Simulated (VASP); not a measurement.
# YTaI6 (P4/mmm) in VASP: a series of runs

Runs on YTaI6. Level: PBE. Tasks: single point.

All numbers are computed with VASP 6.6.1; they aren't measurements. Logs are shortened: lines on timing, memory, paths and dates and some standing lists are left out, and cuts for length are marked.

### 1 The cell of the first run

The structure is tetragonal, space group P4/mmm (No. 123). The conventional cell has a = 5.825 Å, b = 5.825 Å, c = 11.661 Å, α = 90.00°, β = 90.00°, γ = 90.00°. Within 3.8 Å of Y (site symmetry 4/mmm) lie 6 I at 2.91 to 3.03 Å. Ta (site symmetry 4/mmm) has 6 I at 2.80 to 2.91 Å within 3.7 Å. I (site symmetry mmm) has 2 Y at 2.91 Å within 3.8 Å. Within 3.7 Å of I (site symmetry 4mm) lie 1 Ta at 2.80 Å and 1 Y at 3.03 Å. Within 3.8 Å of I (site symmetry mmm) lie 2 Ta at 2.91 Å.

### 2 Single point, PBE

INCAR reads:

```
ALGO = Normal
EDIFF = 1E-7
ENCUT = 520
GGA = PE
ISIF = 2
ISMEAR = 0
LASPH = True
LCHARG = False
LREAL = False
LWAVE = False
NBANDS = 42
NELM = 100
PREC = Accurate
SIGMA = 0.1
```

KPOINTS reads:

```
k-points
0
Gamma
  4 4 2
```

POSCAR reads:

```
YTaI6
1.0
    5.8250291952      0.0000000000      0.0000000000
    0.0000000000      5.8250291952      0.0000000000
    0.0000000000      0.0000000000     11.6608160443
Y Ta I
1 1 6
Direct
    0.0000000000      0.0000000000      0.0000000000
    0.0000000000      0.0000000000      0.5000000000
    0.5000000000      0.0000000000      0.0000000000
    0.0000000000      0.5000000000      0.0000000000
    0.0000000000      0.0000000000      0.2600919751
    0.5000000000      0.0000000000      0.5000000000
    0.0000000000      0.5000000000      0.5000000000
    0.0000000000      0.0000000000      0.7399080249
```

Potentials or basis: VASP PAW PBE potentials, release 64 (Y_sv, Ta_pv, I).

Launch:

```sh
cat potpaw_PBE.64/Y_sv/POTCAR potpaw_PBE.64/Ta_pv/POTCAR potpaw_PBE.64/I/POTCAR > POTCAR
mpirun -np 1 vasp_std > vasp.out
```

OUTCAR:

```text
EDIFF = 1E-7
   ENCUT = 520
   GGA = PE
   ISIF = 2
   ISMEAR = 0
   LASPH = True
   LREAL = False
   NELM = 100
   PREC = Accurate

 ion  position               nearest neighbor table
   1  0.000  0.000  0.000-   3 2.91   4 2.91   4 2.91   3 2.91   5 3.03   8 3.03
   2  0.000  0.000  0.500-   5 2.80   8 2.80   7 2.91   6 2.91   7 2.91   6 2.91
   3  0.500  0.000  0.000-   1 2.91   1 2.91
   4  0.000  0.500  0.000-   1 2.91   1 2.91
   5  0.000  0.000  0.260-   2 2.80   1 3.03
   6  0.500  0.000  0.500-   2 2.91   2 2.91
   7  0.000  0.500  0.500-   2 2.91   2 2.91
   8  0.000  0.000  0.740-   2 2.80   1 3.03

  LATTYP: Found a simple tetragonal cell.
 ALAT       =     5.8250291952
 C/A-ratio  =     2.0018467983

  Lattice vectors:

 A1 = (   5.8250291952,   0.0000000000,   0.0000000000)
 A2 = (   0.0000000000,   5.8250291952,   0.0000000000)
 A3 = (   0.0000000000,   0.0000000000,  11.6608160443)

Analysis of symmetry for initial positions (statically):
=====================================================================
 Subroutine PRICEL returns:
 Original cell was already a primitive cell.

 Routine SETGRP: Setting up the symmetry group for a
 simple tetragonal supercell.

 Subroutine GETGRP returns: Found 16 space group operations
 (whereof 16 operations were pure point group operations)
 out of a pool of 16 trial point group operations.

The static configuration has the point symmetry D_4h.

Analysis of symmetry for dynamics (positions and initial velocities):
=====================================================================
 Subroutine PRICEL returns:
 Original cell was already a primitive cell.

 Routine SETGRP: Setting up the symmetry group for a
 simple tetragonal supercell.

 Subroutine GETGRP returns: Found 16 space group operations
 (whereof 16 operations were pure point group operations)
 out of a pool of 16 trial point group operations.

The dynamic configuration has the point symmetry D_4h.

 Subroutine INISYM returns: Found 16 space group operations
 (whereof 16 operations are pure point group operations),
 and found     1 'primitive' translations

[... 93 lines left out ...]
   EDIFF  = 0.1E-06   stopping-criterion for ELM
   LREAL  =      F    real-space projection
   EDIFFG = 0.1E-05   stopping-criterion for IOM
   NSW    =      0    number of steps for IOM
   IBRION =     -1    ionic relax: 0-MD 1-quasi-New 2-CG
   NFREE  =      0    steps in history (QN), initial steepest desc. (CG)
   ISIF   =      2    stress and relaxation
   ISYM   =      2    0-nonsym 1-usesym 2-fastsym
   POTIM  = 0.5000    time-step for ionic-motion
   TEBEG  =    0.0;   TEEND  =   0.0 temperature during run
   PSTRESS=    0.0 pullay stress
   NELECT =      64.0000    total number of electrons
   NUPDOWN=      -1.0000    fix difference up-down
   EMIN   =  10.00;   EMAX   =-10.00  energy-range for DOS
   EFERMI =   0.00;   METHOD = LEGACY
   ISMEAR =     0;   SIGMA  =   0.10  broadening in eV -4-tet -1-fermi 0-gaus
   EFERMI_NEDOS =   21; number of points for ismear=-14 and -15
   IALGO  =     38    algorithm
   IMIX   =      4    mixing-type and parameters
     AMIX     =   0.40;   BMIX     =  1.00
     AMIX_MAG =   1.60;   BMIX_MAG =  1.00
  volume/ion in A,a.u.               =      49.46       333.76
  Fermi-wavevector in a.u.,A,eV,Ry     =   0.891990  1.685616 10.825412  0.795645
  Thomas-Fermi vector in A             =   2.013881
   LORBIT       =      0    0 simple, 1 ext, 2 COOP (PROOUT), +10 PAW based schemes
   GGA     = PE    functional components
   LHFCALC =     F    Hartree Fock is set to
   AEXX    =    0.0000 exact exchange contribution
   IVDW    =     0    specifies the selected vdW correction
   LEPSILON=     F    determine dielectric tensor
   LRPA    =     F    only Hartree local field effects (RPA)
 non-spin polarized calculation
 Gauss-broadening in eV      SIGMA  =   0.10
  energy-cutoff  :      520.00
  volume of cell :      395.66
 maximum number of plane-waves:     10735
 NGX is ok and might be reduce to    48
   NGX = 21   NGY = 21   NGZ = 43

 number of electron      64.0000003 magnetization

 Free energy of the ion-electron system (eV)
  ---------------------------------------------------
  ext. energy  EPLUGINS =         0.00000000
  ---------------------------------------------------
  free energy    TOTEN  =       -31.90243805 eV

  energy without entropy =      -31.84697366  energy(sigma->0) =      -31.87470586

 E-fermi :   2.1521     XC(G=0):  -7.0250

 val. band max:        2.0645980680   @ k =   0.5000   0.0000   0.5000
 cond. band min:       2.1538642440   @ k =   0.0000   0.0000   0.0000
 fundamental gap:      0.0892661760
 Fermi energy:         2.1520506650

 k-point     1 :       0.0000    0.0000    0.0000
  band No.  band energies     occupation
      1     -42.1117      2.00000
      2     -33.9824      2.00000
      3     -33.9168      2.00000
      4     -33.9168      2.00000
      5     -22.1291      2.00000
      6     -22.1291      2.00000
[... 529 lines left out ...]
     41       6.1219      0.00000
     42       6.1356      0.00000

------------------------ aborting loop because EDIFF is reached ----------------------------------------

  FORCE on cell =-STRESS in cart. coord.  units (eV):
  Direction    XX          YY          ZZ          XY          YZ          ZX
  --------------------------------------------------------------------------------------
  -------------------------------------------------------------------------------------
  Total       -0.0771871     -0.0771871     -0.0063425      0.0000000      0.0000000      0.0000000
  in kB       -0.3125575     -0.3125575     -0.0256828      0.0000000      0.0000000      0.0000000
  external PRESSURE =      -0.2169326 kB  Pullay stress =       0.0000000 kB

 VOLUME and BASIS-vectors are now :
 -----------------------------------------------------------------------------
  energy-cutoff  :      520.00
  volume of cell :      395.66
      direct lattice vectors                 reciprocal lattice vectors
     5.825029195  0.000000000  0.000000000     0.171672959  0.000000000  0.000000000
     0.000000000  5.825029195  0.000000000     0.000000000  0.171672959  0.000000000
     0.000000000  0.000000000 11.660816044     0.000000000  0.000000000  0.085757291

 POSITION                                       TOTAL-FORCE (eV/Angst)
 -----------------------------------------------------------------------------------
      0.00000      0.00000      0.00000         0.000000      0.000000      0.000000
      0.00000      0.00000      5.83041         0.000000      0.000000      0.000000
      2.91251      0.00000      0.00000         0.000000      0.000000      0.000000
      0.00000      2.91251      0.00000         0.000000      0.000000      0.000000
      0.00000      0.00000      3.03288         0.000000      0.000000      0.005081
      2.91251      0.00000      5.83041         0.000000      0.000000      0.000000
      0.00000      2.91251      5.83041         0.000000      0.000000      0.000000
      0.00000      0.00000      8.62793        -0.000000      0.000000     -0.005081
 -----------------------------------------------------------------------------------
    total drift:                                0.000000     -0.000000      0.000000

  FREE ENERGIE OF THE ION-ELECTRON SYSTEM (eV)
  ---------------------------------------------------
  free  energy   TOTEN  =       -31.9024380518 eV

  energy  without entropy=      -31.8469736587  energy(sigma->0) =      -31.87470586
```

Wall time 2.3 min (1 thread of Intel Xeon 6975P-C (Granite Rapids), shared host); peak memory 0.6 GiB.

Results:

- Free energy: -31.9024 eV
- Pressure: 0.0 GPa
- Largest force: 0.005 eV/Å
- Band gap on the k mesh: zero (band 32 reaches 2.67 eV, above the bottom of band 33 at 1.69 eV)

Forces on the atoms (eV/Å):
```
Y    0.000  0.000  0.000
Ta   0.000  0.000  0.000
I    0.000  0.000  0.000
I    0.000  0.000  0.000
I    0.000  0.000  0.005
I    0.000  0.000  0.000
I    0.000  0.000  0.000
I    0.000  0.000 -0.005
```

Caveat: spin-orbit coupling is left out, which moves the levels of the heavy elements.

### 3 Single point, PBE

This run uses another cell than the first one, of 58.15 Å³/atom, 1.176 times its volume.

INCAR reads:

```
SYSTEM = YTaI6
PREC = Accurate
ENCUT = 520
EDIFF = 1E-7
ISMEAR = 0
SIGMA = 0.1
LREAL = .False.
LASPH = .True.
NELM = 100
ALGO = Normal
ISIF = 2
LWAVE = .False.
LCHARG = .False.
GGA = PE
NBANDS = 42
```

KPOINTS reads:

```
regular mesh
0
Gamma
  4 4 2
  0 0 0
```

POSCAR reads:

```
YTaI6
1.0
    6.1500000000      0.0000000000      0.0000000000
    0.0000000000      6.1500000000      0.0000000000
    0.0000000000      0.0000000000     12.3000000000
Y Ta I
1 1 6
Direct
    0.0000000000      0.0000000000      0.0000000000
    0.0000000000      0.0000000000      0.5000000000
    0.5000000000      0.0000000000      0.0000000000
    0.0000000000      0.5000000000      0.0000000000
    0.0000000000      0.0000000000      0.2528421000
    0.5000000000      0.0000000000      0.5000000000
    0.0000000000      0.5000000000      0.5000000000
    0.0000000000      0.0000000000      0.7471579000
```

Potentials or basis: VASP PAW PBE potentials, release 64 (Y_sv, Ta_pv, I).

Launch:

```sh
cat potpaw_PBE.64/Y_sv/POTCAR potpaw_PBE.64/Ta_pv/POTCAR potpaw_PBE.64/I/POTCAR > POTCAR
mpirun -np 1 vasp_std > vasp.out
```

OUTCAR:

```text
SYSTEM = YTaI6
   PREC = Accurate
   ENCUT = 520
   EDIFF = 1E-7
   ISMEAR = 0
   LREAL = .False.
   LASPH = .True.
   NELM = 100
   ISIF = 2
   GGA = PE

 ion  position               nearest neighbor table
   1  0.000  0.000  0.000-   3 3.08   4 3.08   4 3.08   3 3.08   5 3.11   8 3.11
   2  0.000  0.000  0.500-   5 3.04   8 3.04   7 3.08   6 3.08   7 3.08   6 3.08
   3  0.500  0.000  0.000-   1 3.08   1 3.08
   4  0.000  0.500  0.000-   1 3.08   1 3.08
   5  0.000  0.000  0.253-   2 3.04   1 3.11
   6  0.500  0.000  0.500-   2 3.08   2 3.08
   7  0.000  0.500  0.500-   2 3.08   2 3.08
   8  0.000  0.000  0.747-   2 3.04   1 3.11

  LATTYP: Found a simple tetragonal cell.
 ALAT       =     6.1500000000
 C/A-ratio  =     2.0000000000

  Lattice vectors:

 A1 = (   6.1500000000,   0.0000000000,   0.0000000000)
 A2 = (   0.0000000000,   6.1500000000,   0.0000000000)
 A3 = (   0.0000000000,   0.0000000000,  12.3000000000)

Analysis of symmetry for initial positions (statically):
=====================================================================
 Subroutine PRICEL returns:
 Original cell was already a primitive cell.

 Routine SETGRP: Setting up the symmetry group for a
 simple tetragonal supercell.

 Subroutine GETGRP returns: Found 16 space group operations
 (whereof 16 operations were pure point group operations)
 out of a pool of 16 trial point group operations.

The static configuration has the point symmetry D_4h.

Analysis of symmetry for dynamics (positions and initial velocities):
=====================================================================
 Subroutine PRICEL returns:
 Original cell was already a primitive cell.

 Routine SETGRP: Setting up the symmetry group for a
 simple tetragonal supercell.

[... 125 lines left out ...]
  Fermi-wavevector in a.u.,A,eV,Ry     =   0.845116  1.597038  9.717570  0.714221
  Thomas-Fermi vector in A             =   1.960253
   LORBIT       =      0    0 simple, 1 ext, 2 COOP (PROOUT), +10 PAW based schemes
   GGA     = PE    functional components
   LHFCALC =     F    Hartree Fock is set to
   AEXX    =    0.0000 exact exchange contribution
   IVDW    =     0    specifies the selected vdW correction
   LEPSILON=     F    determine dielectric tensor
   LRPA    =     F    only Hartree local field effects (RPA)
 non-spin polarized calculation
 Gauss-broadening in eV      SIGMA  =   0.10
  energy-cutoff  :      520.00
  volume of cell :      465.22
 maximum number of plane-waves:     12566
 NGX is ok and might be reduce to    48
   NGX = 23   NGY = 23   NGZ = 45

 number of electron      64.0000001 magnetization

 Free energy of the ion-electron system (eV)
  ---------------------------------------------------
  ext. energy  EPLUGINS =         0.00000000
  ---------------------------------------------------
  free energy    TOTEN  =       -31.06798410 eV

  energy without entropy =      -31.01393544  energy(sigma->0) =      -31.04095977

 E-fermi :   0.7964     XC(G=0):  -6.4561

 val. band max:        0.7594944871   @ k =   0.5000   0.0000   0.5000
 cond. band min:       0.8121702670   @ k =   0.2500   0.0000   0.5000
 fundamental gap:      0.0526757799
 Fermi energy:         0.7964257565

 k-point     1 :       0.0000    0.0000    0.0000
  band No.  band energies     occupation
      1     -43.7684      2.00000
      2     -35.5175      2.00000
      3     -35.3968      2.00000
      4     -35.3968      2.00000
      5     -23.7050      2.00000
      6     -23.6862      2.00000
[... 529 lines left out ...]
     41       4.9195      0.00000
     42       4.9195      0.00000

------------------------ aborting loop because EDIFF is reached ----------------------------------------

  FORCE on cell =-STRESS in cart. coord.  units (eV):
  Direction    XX          YY          ZZ          XY          YZ          ZX
  --------------------------------------------------------------------------------------
  -------------------------------------------------------------------------------------
  Total       -8.3876959     -8.3876959     -8.9480751      0.0000000      0.0000000     -0.0000000
  in kB      -28.8866992    -28.8866992    -30.8166099      0.0000000      0.0000000     -0.0000000
  external PRESSURE =     -29.5300027 kB  Pullay stress =       0.0000000 kB

 VOLUME and BASIS-vectors are now :
 -----------------------------------------------------------------------------
  energy-cutoff  :      520.00
  volume of cell :      465.22
      direct lattice vectors                 reciprocal lattice vectors
     6.150000000  0.000000000  0.000000000     0.162601626  0.000000000  0.000000000
     0.000000000  6.150000000  0.000000000     0.000000000  0.162601626  0.000000000
     0.000000000  0.000000000 12.300000000     0.000000000  0.000000000  0.081300813

 POSITION                                       TOTAL-FORCE (eV/Angst)
 -----------------------------------------------------------------------------------
      0.00000      0.00000      0.00000        -0.000000      0.000000      0.000000
      0.00000      0.00000      6.15000        -0.000000      0.000000      0.000000
      3.07500      0.00000      0.00000        -0.000000      0.000000      0.000000
      0.00000      3.07500      0.00000        -0.000000      0.000000      0.000000
      0.00000      0.00000      3.10996        -0.000000     -0.000000      0.725167
      3.07500      0.00000      6.15000        -0.000000      0.000000      0.000000
      0.00000      3.07500      6.15000        -0.000000      0.000000      0.000000
      0.00000      0.00000      9.19004         0.000000     -0.000000     -0.725167
 -----------------------------------------------------------------------------------
    total drift:                               -0.000000     -0.000000      0.000000

  FREE ENERGIE OF THE ION-ELECTRON SYSTEM (eV)
  ---------------------------------------------------
  free  energy   TOTEN  =       -31.0679840971 eV

  energy  without entropy=      -31.0139354387  energy(sigma->0) =      -31.04095977
```

OSZICAR:

```text
N       E                     dE             d eps       ncg     rms          rms(c)
DAV:   1     0.408684279788E+03    0.40868E+03   -0.25378E+04  1112   0.122E+03
DAV:   2     0.561659420857E+01   -0.40307E+03   -0.38989E+03  1368   0.227E+02
DAV:   3    -0.324414857080E+02   -0.38058E+02   -0.37676E+02  1280   0.654E+01
DAV:   4    -0.342985783260E+02   -0.18571E+01   -0.18450E+01  1664   0.147E+01
DAV:   5    -0.343321652410E+02   -0.33587E-01   -0.33456E-01  1552   0.198E+00    0.205E+01
DAV:   6    -0.312932005736E+02    0.30390E+01   -0.95903E+00  1124   0.936E+00    0.146E+01
DAV:   7    -0.311194198953E+02    0.17378E+00   -0.15559E+00  1330   0.448E+00    0.976E+00
DAV:   8    -0.311121449206E+02    0.72750E-02   -0.57354E-01  1368   0.264E+00    0.168E+00
DAV:   9    -0.310692950117E+02    0.42850E-01   -0.16032E-01  1112   0.164E+00    0.534E-01
DAV:  10    -0.310680719079E+02    0.12231E-02   -0.18039E-02  1372   0.507E-01    0.198E-01
DAV:  11    -0.310679607810E+02    0.11113E-03   -0.15360E-03  1318   0.142E-01    0.115E-01
DAV:  12    -0.310680011663E+02   -0.40385E-04   -0.26494E-04  1280   0.706E-02    0.311E-02
DAV:  13    -0.310679904322E+02    0.10734E-04   -0.11418E-04  1096   0.431E-02    0.155E-02
DAV:  14    -0.310679844985E+02    0.59337E-05   -0.12894E-05  1260   0.148E-02    0.544E-03
DAV:  15    -0.310679841102E+02    0.38828E-06   -0.33618E-06  1352   0.712E-03    0.397E-03
DAV:  16    -0.310679840971E+02    0.13095E-07   -0.50821E-07  1102   0.283E-03
   1 F= -.31067984E+02 E0= -.31040960E+02  d E =-.540487E-01
```

stdout:

```text
POSCAR found type information on POSCAR Y TaI
 POSCAR found :  3 types and       8 ions
 scaLAPACK will be used
 LDA part: xc-table for (Slater+PW92), standard interpolation
 POSCAR, INCAR and KPOINTS ok, starting setup
 FFT: planning ... GRIDC
 FFT: planning ... GRID_SOFT
 FFT: planning ... GRID
 WAVECAR not read
 entering main loop
```

It took 2.5 min on 1 thread of Intel Xeon 6975P-C (Granite Rapids), shared host; peak memory 0.65 GiB.

Results:

```
Free energy            : -31.0680 eV
Pressure               : -3.0 GPa
Largest force          : 0.725 eV/Å
Band gap on the k mesh : zero (band 32 reaches 1.24 eV, above the bottom of band 33 at 0.54 eV)
```

Forces in eV/Å, atoms in the order of the input:
```
Y    0.000  0.000  0.000
Ta   0.000  0.000  0.000
I    0.000  0.000  0.000
I    0.000  0.000  0.000
I    0.000  0.000  0.725
I    0.000  0.000  0.000
I    0.000  0.000  0.000
I    0.000  0.000 -0.725
```

Stress tensor (GPa, compression positive):
```
-2.89  0.00  0.00
 0.00 -2.89  0.00
 0.00  0.00 -3.08
```

Levels at points of the mesh, in eV from the Fermi level:
```tsv
k point	band 30	band 31	band 32	band 33	band 34	band 35
(0.00, 0.00, 0.00)	-1.87	-1.87	-0.45	-0.25	-0.25	-0.22
(0.50, 0.00, 0.00)	-1.98	-1.48	-0.24	-0.04	0.41	0.44
(0.50, 0.50, 0.00)	-1.48	-1.40	0.44	0.44	0.56	0.69
(0.00, 0.00, 0.50)	-1.89	-1.89	-0.45	-0.20	-0.06	-0.06
(0.50, 0.00, 0.50)	-1.79	-1.72	-0.06	-0.04	0.41	0.43
(0.50, 0.50, 0.50)	-1.52	-1.40	0.43	0.43	0.69	1.35
```

Caveat: spin-orbit coupling is left out, which moves the levels of the heavy elements.

(Part 1 of 2 ends here.)
